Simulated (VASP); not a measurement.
Write the native input for VASP 6.6.1 that does the following.

| Item | Value |
| --- | --- |
| Task | single point |
| Functional | r2SCAN |
| Potentials or basis | VASP PAW PBE potentials, release 64 (Cr_pv) |
| Cutoff | 520 eV |
| k mesh | 6 × 6 × 6 |
| Occupations | fermi-dirac, width 0.1 eV |
| Spin | collinear spin, antiferromagnetic start |
| Starting moments | [3.171, -3.171] μB |
| Dipole correction | no |
| Further INCAR settings | ALGO = Normal; EDIFF = 1e-06; NBANDS = 23 |

Cr:

```
Cr
1.0
     0.00000    2.52301    2.52301
     2.52301    0.00000    2.52301
     2.52301    2.52301    0.00000
Cr
2
Direct
  0.00000 0.00000 0.00000
  0.50000 0.50000 0.50000
```

The input as run:

POSCAR

```
Cr
1.0
    0.0000000000      2.5230106113      2.5230106113
    2.5230106113      0.0000000000      2.5230106113
    2.5230106113      2.5230106113      0.0000000000
Cr
2
Direct
    1.0000000000      0.0000000000      0.0000000000
    0.5000000000      0.5000000000      0.5000000000
```

INCAR.step1

```
SYSTEM = Cr
PREC = Accurate
ENCUT = 520
ISMEAR = -1
SIGMA = 0.1
LREAL = .FALSE.
LASPH = .TRUE.
NELM = 150
ISPIN = 2
MAGMOM = 3.171 -3.171
LMAXMIX = 4
NBANDS = 23
GGA = PE
ALGO = Normal
EDIFF = 1E-4
LWAVE = .TRUE.
LCHARG = .FALSE.
```

INCAR.step2

```
SYSTEM = Cr
PREC = Accurate
ENCUT = 520
EDIFF = 1E-6
ISMEAR = -1
SIGMA = 0.1
LREAL = .FALSE.
LASPH = .TRUE.
NELM = 150
ALGO = Normal
ISIF = 2
LWAVE = .FALSE.
LCHARG = .FALSE.
ISPIN = 2
MAGMOM = 3.171 -3.171
LORBIT = 11
LMAXMIX = 4
METAGGA = R2SCAN
LMIXTAU = .TRUE.
NBANDS = 23
ISTART = 1
```

KPOINTS

```
Automatic mesh
0
G
  6 6 6
  0 0 0
```

Potentials or basis: VASP PAW PBE potentials, release 64 (Cr_pv).

The run is started by

```bash
$ cat potpaw_PBE.64/Cr_pv/POTCAR > POTCAR
$ cp INCAR.step1 INCAR
$ mpirun -np 1 vasp_std > vasp.out
$ cp INCAR.step2 INCAR
$ mpirun -np 1 vasp_std > vasp.out
```

It gave:

* Pressure: -0.1 GPa
* Band gap on the k mesh: zero (filled and empty bands overlap)
* Net moment: 0.00 μB per cell
* Site moments: Cr +3.41, -3.41 μB
* Valence electrons inside the program's atomic spheres: Cr 11.00

Caveat: the PAW data sets were made with another functional, which shifts forces and pressure a little.

Wall time 56 s on 1 thread of Intel(R) Xeon(R) 6975P-C (Granite Rapids), with other jobs on the host, peak memory 0.18 GiB.
